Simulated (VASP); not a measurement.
# AgCl (P1) in VASP: single point with PBE

Aim: the single point of AgCl with PBE.

Program: VASP 6.6.1. These are calculated values, not measurements. Logs are shortened: lines on timing, memory, paths and dates and some standing lists are left out, and cuts for length are marked.

**1. The cell of the first run**

The typed cell holds 16 atoms: a = 7.844 Å, b = 7.844 Å, c = 7.844 Å, α = 60.00°, β = 60.00°, γ = 60.00°.

**2. Single point, PBE**

The input, INCAR:

```
PREC = Accurate
ENCUT = 520
EDIFF = 1E-7
ISMEAR = -1
SIGMA = 0.026
LREAL = Auto
LASPH = True
NELM = 60
ALGO = Normal
ISIF = 2
LWAVE = False
LCHARG = True
GGA = PE
LELF = True
LVHAR = True
NBANDS = 86
```

The input, KPOINTS:

```
Automatic mesh
0
Gamma
  2 2 2
```

The input, POSCAR:

```
AgCl
1.0
    0.0000000000      5.5463676253      5.5463676253
    5.5463676253      0.0000000000      5.5463676253
    5.5463676253      5.5463676253      0.0000000000
Ag Cl
8 8
Direct
   -0.0111963368      0.0113973693     -0.0029024401
   -0.0005803798     -0.0028270755      0.5086301866
   -0.0009789290      0.5020250528      0.0098422073
    0.0100819137      0.5085723108      0.4899599492
    0.4820418841     -0.0020846977      0.0184939959
    0.5406957675     -0.0028241006      0.4778593269
    0.5034714950      0.4992184412      0.0058708694
    0.4928863690      0.5070684437      0.5019932302
    0.2265830693      0.2336624774      0.2915401771
    0.2567437098      0.2458580268      0.7699215574
    0.2573215655      0.7516535653      0.2394433780
    0.2627838792      0.7438325908      0.7769200116
    0.7579537247      0.2912367353      0.2046076057
    0.7127024869      0.2669026109      0.7717941343
    0.7563850403      0.7486668358      0.2370083609
    0.7838375120      0.7730005095      0.6963820758
```

Potentials or basis: VASP PAW PBE potentials, release 64 (Ag, Cl).

Command:

```console
cat potpaw_PBE.64/Ag/POTCAR potpaw_PBE.64/Cl/POTCAR > POTCAR
mpirun -np 1 vasp_std > vasp.out
```

OUTCAR:

```text
PREC = Accurate
   ENCUT = 520
   EDIFF = 1E-7
   ISMEAR = -1
   LREAL = Auto
   LASPH = True
   NELM = 60
   ISIF = 2
   GGA = PE

 ion  position               nearest neighbor table
   1  0.989  0.011  0.997-  13 2.72  12 2.72  15 2.75  14 2.79  10 2.80  11 2.84
   2  0.999  0.997  0.509-  16 2.45   9 2.57  11 2.86  12 2.95  14 2.96  13 3.04
   3  0.999  0.502  0.010-  13 2.52  15 2.63  10 2.75  12 2.81   9 2.83  16 2.96
   4  0.010  0.509  0.490-  16 2.62   9 2.65  11 2.72  15 2.81  10 2.92  14 3.00
   5  0.482  0.998  0.018-  11 2.62  10 2.63  15 2.74  14 2.78   9 2.83  16 3.07
   6  0.541  0.997  0.478-  16 2.56  15 2.72   9 2.82  13 2.86  12 2.96  10 3.01
[... 8 lines left out ...]
  15  0.756  0.749  0.237-   3 2.63   6 2.72   5 2.74   1 2.75   8 2.80   4 2.81
  16  0.784  0.773  0.696-   2 2.45   6 2.56   4 2.62   3 2.96   5 3.07   7 3.08

  LATTYP: Found a face centered cubic cell.
 ALAT       =    11.0927352506

  Lattice vectors:

 A1 = (   0.0000000000,   5.5463676253,   5.5463676253)
 A2 = (   5.5463676253,   0.0000000000,   5.5463676253)
 A3 = (   5.5463676253,   5.5463676253,   0.0000000000)

Analysis of symmetry for initial positions (statically):
=====================================================================
 Subroutine PRICEL returns:
 Original cell was already a primitive cell.

 Routine SETGRP: Setting up the symmetry group for a
 face centered cubic supercell.

 Subroutine GETGRP returns: Found  1 space group operations
 (whereof  1 operations were pure point group operations)
 out of a pool of 48 trial point group operations.

The static configuration has the point symmetry C_1 .

Analysis of symmetry for dynamics (positions and initial velocities):
=====================================================================
 Subroutine PRICEL returns:
 Original cell was already a primitive cell.

 Routine SETGRP: Setting up the symmetry group for a
 face centered cubic supercell.

 Subroutine GETGRP returns: Found  1 space group operations
 (whereof  1 operations were pure point group operations)
 out of a pool of 48 trial point group operations.

The dynamic configuration has the point symmetry C_1 .

 Subroutine INISYM returns: Found  1 space group operations
 (whereof  1 operations are pure point group operations),
 and found     1 'primitive' translations

----------------------------------------------------------------------------------------

                                     Primitive cell

  volume of cell :     341.2369

  direct lattice vectors                    reciprocal lattice vectors
     0.000000000  5.546367625  5.546367625    -0.090149091  0.090149091  0.090149091
     5.546367625  0.000000000  5.546367625     0.090149091 -0.090149091  0.090149091
     5.546367625  5.546367625  0.000000000     0.090149091  0.090149091 -0.090149091

  length of vectors
     7.843748318  7.843748318  7.843748318     0.156142806  0.156142806  0.156142806

  position of ions in fractional coordinates (direct lattice)
     0.988803663  0.011397369  0.997097560
     0.999419620  0.997172924  0.508630187
     0.999021071  0.502025053  0.009842207
     0.010081914  0.508572311  0.489959949
     0.482041884  0.997915302  0.018493996
     0.540695767  0.997175899  0.477859327
[... 8 lines left out ...]
     0.756385040  0.748666836  0.237008361
     0.783837512  0.773000510  0.696382076

  ion indices of the primitive-cell ions
   primitive index   ion index
                 1           1
                 2           2
                 3           3
                 4           4
                 5           5
                 6           6
[... 8 lines left out ...]
                15          15
                16          16

----------------------------------------------------------------------------------------

 KPOINTS: Automatic mesh

Automatic generation of k-mesh.
 Grid dimensions read from file:
 generate k-points for:    2    2    2

 Generating k-lattice:

  Cartesian coordinates                     Fractional coordinates (reciprocal lattice)
    -0.045074546  0.045074546  0.045074546     0.500000000  0.000000000  0.000000000
     0.045074546 -0.045074546  0.045074546     0.000000000  0.500000000  0.000000000
     0.045074546  0.045074546 -0.045074546     0.000000000  0.000000000  0.500000000

  Length of vectors
     0.078071403  0.078071403  0.078071403

  Shift w.r.t. Gamma in fractional coordinates (k-lattice)
     0.000000000  0.000000000  0.000000000

 Subroutine IBZKPT returns following result:
 ===========================================

 Found      8 irreducible k-points:

 Following reciprocal coordinates:
            Coordinates               Weight
  0.000000  0.000000  0.000000      1.000000
  0.500000  0.000000  0.000000      1.000000
  0.000000  0.500000  0.000000      1.000000
  0.000000  0.000000  0.500000      1.000000
  0.500000  0.500000  0.500000      1.000000
  0.500000  0.500000  0.000000      1.000000
  0.000000  0.500000  0.500000      1.000000
  0.500000  0.000000  0.500000      1.000000
   k-points           NKPTS =      8   k-points in BZ     NKDIM =      8   number of bands    NBANDS=     86
   number of dos      NEDOS =    301   number of ions     NIONS =     16
   total plane-waves  NPLWV = 216000
   dimension x,y,z NGX =    60 NGY =   60 NGZ =   60
   dimension x,y,z NGXF=   120 NGYF=  120 NGZF=  120
   ions per type =               8   8
   NGX,Y,Z   is equivalent  to a cutoff of  12.72, 12.72, 12.72 a.u.
   NGXF,Y,Z  is equivalent  to a cutoff of  25.43, 25.43, 25.43 a.u.
 SYSTEM =  unknown system
   PREC   = accura    normal or accurate (medium, high low for compatibility)
   ISTART =      0    job   : 0-new  1-cont  2-samecut
   ICHARG =      2    charge: 1-file 2-atom 10-const
   ISPIN  =      1    spin polarized calculation?
   LNONCOLLINEAR =      F non collinear calculations
   LSORBIT =      F    spin-orbit coupling
   LASPH  =      T    aspherical Exc in radial PAW
   ENCUT  =  520.0 eV  38.22 Ry    6.18 a.u.  14.58 14.58 14.58*2*pi/ulx,y,z
   NELM   =     60;   NELMIN=  2; NELMDL= -5     # of ELM steps
   EDIFF  = 0.1E-06   stopping-criterion for ELM
   LREAL  =      T    real-space projection
   EDIFFG = 0.1E-05   stopping-criterion for IOM
   NSW    =      0    number of steps for IOM
   IBRION =     -1    ionic relax: 0-MD 1-quasi-New 2-CG
   NFREE  =      0    steps in history (QN), initial steepest desc. (CG)
   ISIF   =      2    stress and relaxation
   ISYM   =      2    0-nonsym 1-usesym 2-fastsym
   POTIM  = 0.5000    time-step for ionic-motion
   TEBEG  =    0.0;   TEEND  =   0.0 temperature during run
   PSTRESS=    0.0 pullay stress
   NELECT =     144.0000    total number of electrons
   NUPDOWN=      -1.0000    fix difference up-down
   EMIN   =  10.00;   EMAX   =-10.00  energy-range for DOS
   EFERMI =   0.00;   METHOD = LEGACY
   ISMEAR =    -1;   SIGMA  =   0.03  broadening in eV -4-tet -1-fermi 0-gaus
   EFERMI_NEDOS =   21; number of points for ismear=-14 and -15
   IALGO  =     38    algorithm
   IMIX   =      4    mixing-type and parameters
     AMIX     =   0.40;   BMIX     =  1.00
     AMIX_MAG =   1.60;   BMIX_MAG =  1.00
  volume/ion in A,a.u.               =      21.33       143.92
  Fermi-wavevector in a.u.,A,eV,Ry     =   1.227940  2.320469 20.515350  1.507836
  Thomas-Fermi vector in A             =   2.362884
   LORBIT       =      0    0 simple, 1 ext, 2 COOP (PROOUT), +10 PAW based schemes
   GGA     = PE    functional components
   LHFCALC =     F    Hartree Fock is set to
   AEXX    =    0.0000 exact exchange contribution
   IVDW    =     0    specifies the selected vdW correction
   LEPSILON=     F    determine dielectric tensor
   LRPA    =     F    only Hartree local field effects (RPA)
 non-spin polarized calculation
  energy-cutoff  :      520.00
  volume of cell :      341.24
 maximum number of plane-waves:      9257
 NGX is ok and might be reduce to    60
   NGX = 29   NGY = 29   NGZ = 29

 number of electron     144.0000007 magnetization

 Free energy of the ion-electron system (eV)
  ---------------------------------------------------
  ext. energy  EPLUGINS =         0.00000000
  ---------------------------------------------------
  free energy    TOTEN  =       -42.77768410 eV

  energy without entropy =      -42.77768407  energy(sigma->0) =      -42.77768409

 E-fermi :   4.4291     XC(G=0):  -9.9502

 val. band max:        3.9947651274   @ k =   0.0000   0.0000   0.0000
 cond. band min:       4.8468207639   @ k =   0.0000   0.0000   0.0000
 fundamental gap:      0.8520556365
 Fermi energy:         4.4290797123

 k-point     1 :       0.0000    0.0000    0.0000
  band No.  band energies     occupation
      1     -11.4355      2.00000
      2     -11.1275      2.00000
      3     -11.0610      2.00000
      4     -11.0079      2.00000
      5     -10.9670      2.00000
      6     -10.8039      2.00000
[... 76 lines left out ...]
     83      10.2809      0.00000
     84      10.5220      0.00000

 k-point     2 :       0.5000    0.0000    0.0000
  band No.  band energies     occupation
      1     -11.3069      2.00000
      2     -11.1604      2.00000
      3     -11.1055      2.00000
      4     -11.0564      2.00000
      5     -10.9686      2.00000
      6     -10.8095      2.00000
[... 76 lines left out ...]
     83      10.1490      0.00000
     84      10.5299      0.00000

 k-point     3 :       0.0000    0.5000    0.0000
  band No.  band energies     occupation
      1     -11.2838      2.00000
      2     -11.2212      2.00000
      3     -11.0779      2.00000
      4     -11.0258      2.00000
      5     -10.9812      2.00000
      6     -10.8131      2.00000
[... 76 lines left out ...]
     83      10.2957      0.00000
     84      10.3886      0.00000

 k-point     4 :       0.0000    0.0000    0.5000
  band No.  band energies     occupation
      1     -11.2898      2.00000
      2     -11.2363      2.00000
      3     -11.0607      2.00000
      4     -11.0026      2.00000
      5     -10.9756      2.00000
      6     -10.8587      2.00000
[... 76 lines left out ...]
     83      10.2697      0.00000
     84      10.6066      0.00000

 k-point     5 :       0.5000    0.5000    0.5000
  band No.  band energies     occupation
      1     -11.2945      2.00000
      2     -11.1820      2.00000
      3     -11.1208      2.00000
      4     -11.0069      2.00000
      5     -10.9891      2.00000
      6     -10.8120      2.00000
[... 76 lines left out ...]
     83      10.1860      0.00000
     84      10.4706      0.00000

 k-point     6 :       0.5000    0.5000    0.0000
  band No.  band energies     occupation
      1     -11.2500      2.00000
      2     -11.2108      2.00000
      3     -11.1027      2.00000
      4     -11.0134      2.00000
      5     -10.9990      2.00000
      6     -10.8352      2.00000
[... 76 lines left out ...]
     83       9.8520      0.00000
     84       9.8559      0.00000

 k-point     7 :       0.0000    0.5000    0.5000
  band No.  band energies     occupation
      1     -11.2698      2.00000
      2     -11.1794      2.00000
      3     -11.1067      2.00000
      4     -11.0288      2.00000
      5     -10.9955      2.00000
      6     -10.8342      2.00000
[... 76 lines left out ...]
     83       9.8747      0.00000
     84       9.9200      0.00000

 k-point     8 :       0.5000    0.0000    0.5000
  band No.  band energies     occupation
      1     -11.2522      2.00000
      2     -11.2179      2.00000
      3     -11.0677      2.00000
      4     -11.0611      2.00000
      5     -10.9730      2.00000
      6     -10.8431      2.00000
[... 76 lines left out ...]
     83       9.8977      0.00000
     84       9.9070      0.00000
 [bands above 84 left out]

------------------------ aborting loop because EDIFF is reached ----------------------------------------

  FORCE on cell =-STRESS in cart. coord.  units (eV):
  Direction    XX          YY          ZZ          XY          YZ          ZX
  --------------------------------------------------------------------------------------
  -------------------------------------------------------------------------------------
  Total        5.8499800      5.5515696      5.7130690      0.1059212      0.2429075      0.2185440
  in kB       27.4668600     26.0657617     26.8240345      0.4973220      1.1405005      1.0261092
  external PRESSURE =      26.7855521 kB  Pullay stress =       0.0000000 kB

 VOLUME and BASIS-vectors are now :
 -----------------------------------------------------------------------------
  energy-cutoff  :      520.00
  volume of cell :      341.24
      direct lattice vectors                 reciprocal lattice vectors
     0.000000000  5.546367625  5.546367625    -0.090149091  0.090149091  0.090149091
     5.546367625  0.000000000  5.546367625     0.090149091 -0.090149091  0.090149091
     5.546367625  5.546367625  0.000000000     0.090149091  0.090149091 -0.090149091

 POSITION                                       TOTAL-FORCE (eV/Angst)
 -----------------------------------------------------------------------------------
      5.59348     11.01454      5.54748        -0.101000     -0.027831      0.102818
      8.35174      8.36420     11.07384         0.147632      0.088615      0.413510
      2.83900      5.59553      8.32535        -0.211226      0.019487      0.535519
      5.53823      2.77342      2.87665        -0.088260      0.140380     -0.204628
      5.63738      2.77616      8.20839        -0.082136      0.072628      0.231163
      8.18109      5.64928      8.52960         0.232387     -0.346043     -0.141525
[... 8 lines left out ...]
      5.46692      5.50972      8.34757         0.181178     -0.128313     -0.056001
      8.14974      8.20984      8.63480         0.130133      0.153000     -0.361050
 -----------------------------------------------------------------------------------
    total drift:                               -0.001011      0.001756     -0.005793

  FREE ENERGIE OF THE ION-ELECTRON SYSTEM (eV)
  ---------------------------------------------------
  free  energy   TOTEN  =       -42.7776840973 eV

  energy  without entropy=      -42.7776840732  energy(sigma->0) =      -42.77768409
```

Wall time 8.7 min (1 thread of AMD EPYC 7R43 (Zen 3), shared host); peak memory 0.5 GiB.

What came out:

```yaml
Free_energy: -42.7777 eV
Pressure: 2.7 GPa
Largest_force: 0.632 eV/Å
Band_gap_on_the_k_mesh: 0.85 eV
```

Forces on the atoms (eV/Å):
```
Ag  -0.101 -0.028  0.103
Ag   0.148  0.089  0.414
Ag  -0.211  0.019  0.536
Ag  -0.088  0.140 -0.205
Ag  -0.082  0.073  0.231
Ag   0.232 -0.346 -0.142
Ag   0.144 -0.253  0.002
Ag   0.047  0.022 -0.055
Cl   0.098  0.283 -0.026
Cl  -0.155 -0.271  0.091
Cl   0.042  0.153 -0.023
Cl  -0.044 -0.270 -0.036
Cl   0.087  0.322 -0.537
Cl  -0.428  0.043  0.065
Cl   0.181 -0.128 -0.056
Cl   0.130  0.153 -0.361
```

Stress tensor (GPa, compression positive):
```
2.75 0.05 0.10
0.05 2.61 0.11
0.10 0.11 2.68
```

Levels at points of the mesh, in eV from the valence-band top:
```tsv
k point	band 68	band 69	band 70	band 71	band 72	band 73	band 74	band 75	band 76	band 77
(0.00, 0.00, 0.00)	-0.22	-0.18	-0.14	-0.13	0.00	0.85	2.30	2.39	2.71	4.04
(0.50, 0.00, 0.00)	-0.94	-0.91	-0.78	-0.68	-0.51	2.72	2.82	3.58	3.78	3.86
(0.00, 0.50, 0.00)	-1.02	-0.93	-0.79	-0.75	-0.52	2.75	2.81	3.68	3.71	3.92
(0.00, 0.00, 0.50)	-0.92	-0.83	-0.72	-0.68	-0.49	2.66	2.87	3.65	3.78	3.93
(0.50, 0.50, 0.50)	-0.98	-0.98	-0.81	-0.74	-0.53	2.75	2.81	3.69	3.79	3.85
(0.50, 0.50, 0.00)	-1.29	-0.30	-0.26	-0.24	-0.07	3.22	3.32	4.04	4.13	4.58
(0.00, 0.50, 0.50)	-1.33	-0.27	-0.25	-0.21	-0.01	3.19	3.27	3.90	4.19	4.61
(0.50, 0.00, 0.50)	-1.31	-0.29	-0.24	-0.20	-0.04	3.15	3.35	3.91	4.23	4.59
```

Caveat: the k points lie up to 0.49 Å⁻¹ apart; the atoms stand as in a frame of molecular dynamics.
